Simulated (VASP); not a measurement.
A run of VASP 6.6.1 is set up as follows.

File INCAR:

```
SYSTEM = Sn
PREC = Accurate
ENCUT = 520
EDIFF = 1E-6
ISMEAR = 0
SIGMA = 0.1
LREAL = .FALSE.
LASPH = .TRUE.
NELM = 100
ALGO = Fast
ISIF = 2
LWAVE = .FALSE.
LCHARG = .FALSE.
GGA = PE
NBANDS = 13
```

Contents of KPOINTS:

```
Automatic mesh
0
G
  6 6 6
  0 0 0
```

POSCAR

```
Sn
1.0
   -1.9617202303      1.9617202303      1.9617202303
    1.9617202303     -1.9617202303      1.9617202303
    1.9617202303      1.9617202303     -1.9617202303
Sn
1
Direct
    0.0000000000      0.0000000000      0.0000000000
```

Potentials or basis: VASP PAW PBE potentials, release 64 (Sn_d).

Run with:

```console
$ cat potpaw_PBE.64/Sn_d/POTCAR > POTCAR
$ mpirun -np 1 vasp_std > vasp.out
```

Question: Estimate the band gap on the k mesh.

Answer: Zero (band 7 reaches 13.92 eV, above the bottom of band 8 at 4.75 eV).

Question: Predict the pressure.

Answer: -3.7 GPa.

Caveat: the k points lie up to 0.38 Å⁻¹ apart; spin-orbit coupling is left out, which moves the levels of the heavy elements.
